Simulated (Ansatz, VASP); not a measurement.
# Two plane-wave programs on Cs

```
CELL_PARAMETERS angstrom
5.59281 0.00000 0.00000
-2.79640 4.84352 0.00000
0.00000 0.00000 9.13306
ATOMIC_POSITIONS crystal
Cs 0.33333 0.66667 0.25000
Cs 0.66667 0.33333 0.75000
```

Alike in both runs: task single point; functional PBEsol; k mesh 8 × 8 × 4; occupations fermi-dirac, width 0.1 eV; no spin polarisation.

```csv
,VASP,Ansatz
version,VASP 6.6.1,Ansatz 0.2.0
potentials or method,"VASP PAW PBE potentials, release 64 (Cs_sv), cutoff 520 eV","plane waves (420 eV) with PAW, scalar-relativistic"
valence electrons in the cell,18,18
```

```tsv
	VASP	Ansatz	Ansatz less VASP
pressure (GPa)	-0.2	-0.2	+0.01
```

VASP's potentials were made for PBE, not for PBEsol, and Ansatz warns of the same on its side.

Neither program's run includes spin-orbit coupling.
